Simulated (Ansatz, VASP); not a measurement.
## Si2Mo in VASP and in Ansatz

```
CELL_PARAMETERS angstrom
-1.60849 1.60849 3.93661
1.60849 -1.60849 3.93661
1.60849 1.60849 -3.93661
ATOMIC_POSITIONS crystal
Si 0.33510 0.29811 0.96301
Si 0.66490 0.70189 0.03699
Mo 0.00000 0.00000 0.00000
```

Change from the starting cell: mode 4 frozen in at +0.000 Å and mode 7 at -0.119 Å (largest displacements).

Alike in both runs: task single point; functional PBE; k mesh 18 × 18 × 18; occupations gaussian, width 0.15 eV; no spin polarisation.

|  | VASP | Ansatz |
| --- | --- | --- |
| version | VASP 6.6.1 | Ansatz 0.2.0 |
| potentials or method | VASP PAW PBE potentials, release 64 (Si, Mo_sv), cutoff 520 eV | scalar-relativistic, plane waves, PAW |
| valence electrons in the cell | 22 | 22 |

Ansatz gave:

* gap on the k mesh at the Fermi level (eV): none
* pressure (GPa): 1.8
* traceless stress, the component that is largest in VASP (GPa): -1.48
* rms of the force components (eV/Å): 0.599

Question: What did VASP give for the same quantities?

Answer: gap on the k mesh at the Fermi level (eV): none; pressure (GPa): 1.9; traceless stress, the component that is largest in VASP (GPa): -1.52; rms of the force components (eV/Å): 0.599.

Atom by atom the forces differ by 0.002 eV/Å (rms over components). A gap of «none» marks a metal or a gap that the smearing closes.
